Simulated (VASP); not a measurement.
# C (R-3m) in VASP: notebook

The runs below take C through single point, with r2SCAN.

All numbers are computed with VASP 6.6.1; they aren't measurements. Logs are shortened: lines on timing, memory, paths and dates and some standing lists are left out, and cuts for length are marked.

### 1 The cell of the first run

It takes space group R-3m (No. 166, trigonal). The conventional cell has a = 2.456 Å, b = 2.456 Å, c = 21.736 Å, α = 90.00°, β = 90.00°, γ = 120.00°. Within 1.9 Å of C (site symmetry 3m) lie 3 C at 1.42 Å. C (site symmetry 3m) has 3 C at 1.42 Å within 1.9 Å.

### 2 Single point, r2SCAN

Input file POSCAR:

```
C
1.0
    2.4557290936      0.0000000000      0.0000000000
   -1.2278645468      2.1267237798      0.0000000000
    0.0000000000      0.0000000000     21.7357995567
C
12
Direct
    0.0000000000      0.0000000000      0.9189791265
    0.3333333333      0.6666666667      0.9189758236
    0.0000000000      0.0000000000      0.7476908431
    0.3333333333      0.6666666667      0.7476875402
    0.6666666667      0.3333333333      0.2523124598
    0.0000000000      0.0000000000      0.2523091569
    0.6666666667      0.3333333333      0.0810241764
    0.0000000000      0.0000000000      0.0810208735
    0.3333333333      0.6666666667      0.5856457932
    0.6666666667      0.3333333333      0.5856424902
    0.3333333333      0.6666666667      0.4143575098
    0.6666666667      0.3333333333      0.4143542068
```

Input file INCAR.step1:

```
PREC = Accurate
ENCUT = 520
ISMEAR = 0
SIGMA = 0.01
LREAL = F
LASPH = T
NELM = 100
NBANDS = 36
GGA = PE
ALGO = Normal
EDIFF = 1E-4
LWAVE = T
LCHARG = F
```

Input file INCAR.step2:

```
PREC = Accurate
ENCUT = 520
EDIFF = 1E-7
ISMEAR = 0
SIGMA = 0.01
LREAL = F
LASPH = T
NELM = 100
ALGO = Normal
ISIF = 2
LWAVE = F
LCHARG = F
METAGGA = R2SCAN
LMIXTAU = T
NBANDS = 36
ISTART = 1
```

Input file KPOINTS:

```
regular mesh
0
Gamma
  18 18 2
```

Potentials or basis: VASP PAW PBE potentials, release 64 (C).

Command:

```
cat potpaw_PBE.64/C/POTCAR > POTCAR
cp INCAR.step1 INCAR
mpirun -np 1 vasp_std > vasp.out
cp INCAR.step2 INCAR
mpirun -np 1 vasp_std > vasp.out
```

OUTCAR:

```text
PREC = Accurate
   ENCUT = 520
   EDIFF = 1E-7
   ISMEAR = 0
   LREAL = F
   LASPH = T
   NELM = 100
   ISIF = 2
   METAGGA = R2SCAN
   ISTART = 1

 ion  position               nearest neighbor table
   1  0.000  0.000  0.919-   2 1.42   2 1.42   2 1.42
   2  0.333  0.667  0.919-   1 1.42   1 1.42   1 1.42
   3  0.000  0.000  0.748-   4 1.42   4 1.42   4 1.42
   4  0.333  0.667  0.748-   3 1.42   3 1.42   3 1.42
   5  0.667  0.333  0.252-   6 1.42   6 1.42   6 1.42
   6  0.000  0.000  0.252-   5 1.42   5 1.42   5 1.42
   7  0.667  0.333  0.081-   8 1.42   8 1.42   8 1.42
   8  0.000  0.000  0.081-   7 1.42   7 1.42   7 1.42
   9  0.333  0.667  0.586-  10 1.42  10 1.42  10 1.42
  10  0.667  0.333  0.586-   9 1.42   9 1.42   9 1.42
  11  0.333  0.667  0.414-  12 1.42  12 1.42  12 1.42
  12  0.667  0.333  0.414-  11 1.42  11 1.42  11 1.42

  LATTYP: Found a hexagonal cell.
 ALAT       =     2.4557290936
 C/A-ratio  =     8.8510575590

  Lattice vectors:

 A1 = (   2.4557290936,   0.0000000000,   0.0000000000)
 A2 = (  -1.2278645468,   2.1267237798,   0.0000000000)
 A3 = (   0.0000000000,   0.0000000000,  21.7357995567)

Analysis of symmetry for initial positions (statically):
=====================================================================
 Subroutine PRICEL returns following result:

  LATTYP: Found a trigonal (rhomboedric) cell.
 ALAT       =     7.3826884475
 COS(alpha) =     0.9446774956

  Lattice vectors:

 A1 = (   1.2278645467,  -0.7089079265,  -7.2452665182)
 A2 = (  -1.2278645466,  -0.7089079267,  -7.2452665203)
 A3 = (  -0.0000000001,   1.4178158533,  -7.2452665182)

   3 primitive cells build up your supercell.

 Routine SETGRP: Setting up the symmetry group for a
 hexagonal supercell.

 Subroutine GETGRP returns: Found 12 space group operations
 (whereof 12 operations were pure point group operations)
 out of a pool of 24 trial point group operations.

The static configuration has the point symmetry D_3d.

Analysis of symmetry for dynamics (positions and initial velocities):
=====================================================================
 Subroutine PRICEL returns following result:

  LATTYP: Found a trigonal (rhomboedric) cell.
 ALAT       =     7.3826884475
 COS(alpha) =     0.9446774956

  Lattice vectors:
[... 119 lines left out ...]
   LREAL  =      F    real-space projection
   EDIFFG = 0.1E-05   stopping-criterion for IOM
   NSW    =      0    number of steps for IOM
   IBRION =     -1    ionic relax: 0-MD 1-quasi-New 2-CG
   NFREE  =      0    steps in history (QN), initial steepest desc. (CG)
   ISIF   =      2    stress and relaxation
   ISYM   =      2    0-nonsym 1-usesym 2-fastsym
   POTIM  = 0.5000    time-step for ionic-motion
   TEBEG  =    0.0;   TEEND  =   0.0 temperature during run
   PSTRESS=    0.0 pullay stress
   NELECT =      48.0000    total number of electrons
   NUPDOWN=      -1.0000    fix difference up-down
   EMIN   =  10.00;   EMAX   =-10.00  energy-range for DOS
   EFERMI =   0.00;   METHOD = LEGACY
   ISMEAR =     0;   SIGMA  =   0.01  broadening in eV -4-tet -1-fermi 0-gaus
   EFERMI_NEDOS =   21; number of points for ismear=-14 and -15
   IALGO  =     38    algorithm
   IMIX   =      4    mixing-type and parameters
     AMIX     =   0.40;   BMIX     =  1.00
     AMIX_MAG =   1.60;   BMIX_MAG =  1.00
  volume/ion in A,a.u.               =       9.46        63.84
  Fermi-wavevector in a.u.,A,eV,Ry     =   1.228758  2.322015 20.542689  1.509845
  Thomas-Fermi vector in A             =   2.363671
   LORBIT       =      0    0 simple, 1 ext, 2 COOP (PROOUT), +10 PAW based schemes
   METAGGA = R2SCAN    functional components
   LHFCALC =     F    Hartree Fock is set to
   AEXX    =    0.0000 exact exchange contribution
   IVDW    =     0    specifies the selected vdW correction
   LEPSILON=     F    determine dielectric tensor
   LRPA    =     F    only Hartree local field effects (RPA)
 non-spin polarized calculation
 Gauss-broadening in eV      SIGMA  =   0.01
  energy-cutoff  :      520.00
  volume of cell :      113.52
 maximum number of plane-waves:      3102
   NGX =  9   NGY =  9   NGZ = 81

 number of electron      47.9999987 magnetization

 Free energy of the ion-electron system (eV)
  ---------------------------------------------------
  ext. energy  EPLUGINS =         0.00000000
  ---------------------------------------------------
  free energy    TOTEN  =      -119.22316815 eV

  energy without entropy =     -119.22316815  energy(sigma->0) =     -119.22316815

 E-fermi :   4.0546     XC(G=0): -10.5904

 val. band max:        3.9461468247   @ k =   0.3333   0.3333   0.0000
 cond. band min:       4.1371077239   @ k =   0.3333   0.3333   0.0000
 fundamental gap:      0.1909608991
 Fermi energy:         4.0546473203

 k-point     1 :       0.0000    0.0000    0.0000
  band No.  band energies     occupation
      1     -16.8868      2.00000
      2     -16.8501      2.00000
      3     -16.8501      2.00000
      4     -16.7621      2.00000
      5     -16.7621      2.00000
      6     -16.7232      2.00000
[... 925 lines left out ...]
     35      13.2504      0.00000
     36      13.3201      0.00000

 [... further k-points ...]
[... 5 lines left out ...]
  --------------------------------------------------------------------------------------
  -------------------------------------------------------------------------------------
  Total        0.7305182      0.7305182     -0.0571023      0.0000000      0.0000000      0.0000000
  in kB       10.3103744     10.3103744     -0.8059298      0.0000000      0.0000000      0.0000000
  external PRESSURE =       6.6049397 kB  Pullay stress =       0.0000000 kB

 VOLUME and BASIS-vectors are now :
 -----------------------------------------------------------------------------
  energy-cutoff  :      520.00
  volume of cell :      113.52
      direct lattice vectors                 reciprocal lattice vectors
     2.455729094  0.000000000  0.000000000     0.407211041  0.235103404  0.000000000
    -1.227864547  2.126723780  0.000000000     0.000000000  0.470206808  0.000000000
     0.000000000  0.000000000 21.735799557     0.000000000  0.000000000  0.046007049

 POSITION                                       TOTAL-FORCE (eV/Angst)
 -----------------------------------------------------------------------------------
      0.00000      0.00000     19.97475        -0.000000     -0.000000      0.000149
     -0.00000      1.41782     19.97467        -0.000000      0.000000     -0.000487
      0.00000      0.00000     16.25166         0.000000     -0.000000      0.000487
     -0.00000      1.41782     16.25159        -0.000000      0.000000     -0.000149
      1.22786      0.70891      5.48421         0.000000     -0.000000      0.000149
      0.00000      0.00000      5.48414        -0.000000      0.000000     -0.000487
      1.22786      0.70891      1.76113         0.000000      0.000000      0.000487
      0.00000      0.00000      1.76105         0.000000      0.000000     -0.000149
     -0.00000      1.41782     12.72948        -0.000000     -0.000000      0.000149
      1.22786      0.70891     12.72941        -0.000000     -0.000000     -0.000487
     -0.00000      1.41782      9.00639         0.000000      0.000000      0.000487
      1.22786      0.70891      9.00632        -0.000000      0.000000     -0.000149
 -----------------------------------------------------------------------------------
    total drift:                                0.000000      0.000000      0.000000

  FREE ENERGIE OF THE ION-ELECTRON SYSTEM (eV)
  ---------------------------------------------------
  free  energy   TOTEN  =      -119.2231681534 eV

  energy  without entropy=     -119.2231681534  energy(sigma->0) =     -119.22316815
```

Wall time 13 min (1 thread of Intel Xeon 6975P-C (Granite Rapids), shared host); peak memory 0.36 GiB.

Results:

- Free energy: -119.2232 eV
- Pressure: 0.7 GPa
- Band gap on the k mesh: 0.19 eV

Levels at points of the mesh, in eV from the valence-band top:
```csv
k point,band 21,band 22,band 23,band 24,band 25,band 26,band 27,band 28
"(0.00, 0.00, 0.00)",-3.11,-3.11,-3.11,-3.11,3.90,4.94,4.94,7.50
"(0.50, 0.00, 0.00)",-2.51,-2.39,-2.15,-2.15,1.54,1.54,1.78,2.02
"(0.00, 0.00, 0.50)",-3.11,-3.11,-3.11,-3.11,4.17,4.17,5.86,6.37
"(0.50, 0.00, 0.50)",-2.62,-2.27,-2.27,-2.10,1.50,1.67,1.67,2.15
```

Caveat: the PAW data sets were made with another functional, which shifts forces and pressure a little.

### 3 Single point, r2SCAN

POSCAR is that of step 2.

Input file INCAR.step1:

```
SYSTEM = C
ALGO = Normal
EDIFF = 1E-4
ENCUT = 520
GGA = PE
ISMEAR = 0
LASPH = .TRUE.
LCHARG = .FALSE.
LREAL = .FALSE.
LWAVE = .TRUE.
NBANDS = 36
NELM = 100
PREC = Accurate
SIGMA = 0.01
```

Input file INCAR.step2:

```
SYSTEM = C
ALGO = Normal
EDIFF = 1E-6
ENCUT = 520
ISIF = 2
ISMEAR = 0
ISTART = 1
LASPH = .TRUE.
LCHARG = .FALSE.
LMIXTAU = .TRUE.
LREAL = .FALSE.
LWAVE = .FALSE.
METAGGA = R2SCAN
NBANDS = 36
NELM = 100
PREC = Accurate
SIGMA = 0.01
```

Input file KPOINTS:

```
k-points
0
G
  18 18 2
  0 0 0
```

Potentials or basis: VASP PAW PBE potentials, release 64 (C).

Command:

```
cat potpaw_PBE.64/C/POTCAR > POTCAR
cp INCAR.step1 INCAR
mpirun -np 1 vasp_std > vasp.out
cp INCAR.step2 INCAR
mpirun -np 1 vasp_std > vasp.out
```

Wall time 13 min (1 thread of Intel Xeon 6975P-C (Granite Rapids), shared host); peak memory 0.34 GiB.

The run converged. Its results:

```yaml
Free_energy: -119.2232 eV
Pressure: 0.7 GPa
Band_gap_on_the_k_mesh: 0.19 eV
```

Stress tensor (GPa, compression positive):
```
 1.03  0.00  0.00
 0.00  1.03  0.00
 0.00  0.00 -0.08
```

Levels at points of the mesh, in eV from the valence-band top:
```
           k point  band 20  band 21  band 22  band 23  band 24  band 25  band 26  band 27  band 28  band 29
(0.00, 0.00, 0.00)    -3.12    -3.11    -3.11    -3.11    -3.11     3.90     4.94     4.94     7.50     7.50
(0.50, 0.00, 0.00)    -2.73    -2.51    -2.39    -2.15    -2.15     1.54     1.54     1.78     2.02     2.30
(0.00, 0.00, 0.50)    -3.11    -3.11    -3.11    -3.11    -3.11     4.17     4.17     5.86     6.37     8.79
(0.50, 0.00, 0.50)    -2.62    -2.62    -2.27    -2.27    -2.10     1.50     1.67     1.67     2.15     2.15
```

Caveat: the PAW data sets were made with another functional, which shifts forces and pressure a little. A k mesh can miss the band edges.
